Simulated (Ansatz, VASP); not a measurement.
Two plane-wave programs on TaN

Contents of POSCAR:

```
TaN
1.0
    2.7647627786      0.0000000000      0.0000000000
   -1.3823813893      2.3943548017      0.0000000000
    0.0000000000      0.0000000000      3.2556082455
Ta N
1 1
Direct
    0.3333333333      0.6666666667      0.5000000000
    0.0000000000      0.0000000000      0.0000000000
```

INCAR.step1

```
PREC = Accurate ; ENCUT = 520
ISMEAR = 0 ; SIGMA = 0.15
LREAL = False ; LASPH = True
NELM = 60 ; NBANDS = 15
GGA = PE ; ALGO = Normal
EDIFF = 1E-4 ; LWAVE = True
LCHARG = False
```

The input INCAR.step2:

```
PREC = Accurate ; ENCUT = 520
EDIFF = 1E-6 ; ISMEAR = 0
SIGMA = 0.15 ; LREAL = False
LASPH = True ; NELM = 60
ALGO = Normal ; ISIF = 2
LWAVE = False ; LCHARG = False
METAGGA = R2SCAN ; LMIXTAU = True
NBANDS = 15 ; ISTART = 1
```

File KPOINTS:

```
Automatic mesh
0
Gamma
  24 24 18
```

Input for Ansatz:

```yaml
crystal:
  lattice:
    - [2.7647627786, 0.0, 0.0]
    - [-1.3823813893, 2.3943548017, 0.0]
    - [0.0, 0.0, 3.2556082455]
  atoms:
    - { symbol: Ta, position: [0.3333333333, 0.6666666667, 0.5] }
    - { symbol: "N", position: [0.0, 0.0, 0.0] }
basis:
  ecutwfc: 500
kpoints:
  mp_grid: { grid: [24, 24, 18] }
hamiltonian:
  xc: r2scan
scf:
  occupations: { method: gaussian, width: 0.15 }
output:
  forces: true
  stress: true
  eigenvalues: true
```

Alike in both runs: task single point; functional r2SCAN; k mesh 24 × 24 × 18; occupations gaussian, width 0.15 eV; no spin polarisation.

```csv
,VASP,Ansatz
version,VASP 6.6.1,Ansatz 0.2.0
potentials or method,"VASP PAW PBE potentials, release 64 (Ta_pv, N), cutoff 520 eV","scalar-relativistic, plane waves, PAW"
valence electrons in the cell,16,18
```

Ansatz gave:

- gap on the k mesh at the Fermi level (eV): none
- pressure (GPa): 1.2
- traceless stress, the component that is largest in VASP (GPa): -79.95

**Question.** Which values does VASP return?

**Answer.** gap on the k mesh at the Fermi level (eV): none; pressure (GPa): 2.9; traceless stress, the component that is largest in VASP (GPa): -79.80.

VASP's potentials were made for PBE, not for r2SCAN. A gap of «none» marks a metal or a gap that the smearing closes. VASP's potentials hold 16 valence electrons a cell and Ansatz's 18, so a difference there can come from the potentials and not from the codes.

Spin-orbit coupling is off throughout.
